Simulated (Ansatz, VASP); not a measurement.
# Ga4As3P: VASP beside Ansatz

INCAR

```
PREC     = Accurate       # precision mode
ENCUT    = 600            # plane-wave cutoff, eV
EDIFF    = 1E-6           # SCF threshold, eV
ISMEAR   = 0              # smearing method
SIGMA    = 0.2            # smearing width, eV
LREAL    = F              # projectors in reciprocal space
LASPH    = T              # aspherical terms in the spheres
NELM     = 100            # most SCF steps
ALGO     = Normal         # electronic algorithm
ISIF     = 3              # what is computed and relaxed
LWAVE    = F              # write WAVECAR
LCHARG   = F              # write CHGCAR
GGA      = PE             # functional
IBRION   = 2              # ionic algorithm
NSW      = 36             # ionic steps
EDIFFG   = -0.08          # ionic threshold
```

The input KPOINTS:

```
Automatic mesh
0
Gamma
  4 4 4
```

File POSCAR:

```
Ga4As3P
1.0
   -2.8000000000      2.8000000000      5.6000000000
    2.8000000000     -2.8000000000      5.6000000000
    2.8000000000      2.8000000000     -5.6000000000
Ga P As
4 1 3
Direct
    0.1220000000      0.1220000000      0.4900000000
    0.6320000000      0.6320000000      0.5100000000
    0.3680000000      0.8780000000      0.0000000000
    0.8780000000      0.3680000000      0.0000000000
    0.0000000000      0.0000000000      0.0000000000
    0.2500000000      0.7500000000      0.5000000000
    0.7500000000      0.2500000000      0.5000000000
    0.5000000000      0.5000000000      0.0000000000
```

Input for Ansatz:

```yaml
crystal:
  lattice:
    - [-2.8, 2.8, 5.6]
    - [2.8, -2.8, 5.6]
    - [2.8, 2.8, -5.6]
  atoms:
    - { symbol: Ga, position: [0.122, 0.122, 0.49] }
    - { symbol: Ga, position: [0.632, 0.632, 0.51] }
    - { symbol: Ga, position: [0.368, 0.878, 0.0] }
    - { symbol: Ga, position: [0.878, 0.368, 0.0] }
    - { symbol: P, position: [0.0, 0.0, 0.0] }
    - { symbol: As, position: [0.25, 0.75, 0.5] }
    - { symbol: As, position: [0.75, 0.25, 0.5] }
    - { symbol: As, position: [0.5, 0.5, 0.0] }
basis:
  ecutwfc: 420
kpoints:
  mp_grid: { grid: [4, 4, 4] }
hamiltonian:
  xc: pbe
scf:
  occupations: { method: gaussian, width: 0.2 }
  lower_state_search: "off"
output:
  forces: true
  stress: true
  eigenvalues: true
relax:
  adjacent_minimum: "off"
  f_tol: 0.08
  max_steps: 16
  cell: { stress_tol: 0.8 }
```

Alike in both runs: task relaxation of cell and atoms; functional PBE; k mesh 4 × 4 × 4; occupations gaussian, width 0.2 eV; no spin polarisation.

|  | VASP | Ansatz |
| --- | --- | --- |
| version | VASP 6.6.1 | Ansatz 0.2.0 |
| potentials or method | VASP PAW PBE potentials, release 64 (Ga_d, P, As), cutoff 600 eV | scalar-relativistic, plane waves, PAW |
| valence electrons in the cell | 72 | 102 |

|  | VASP | Ansatz | Ansatz less VASP |
| --- | --- | --- | --- |
| gap on the k mesh at the Fermi level, each at its own relaxed structure (eV) | 0.50 | 0.56 | +0.061 |
| relaxed volume (Å³/atom) | 22.96 | 22.76 | -0.195 |
| relaxed cell length with the largest relative difference (Å) | 6.961 | 6.941 | -0.0206 |

VASP's potentials hold 72 valence electrons a cell and Ansatz's 102, so a difference there can come from the potentials and not from the codes.
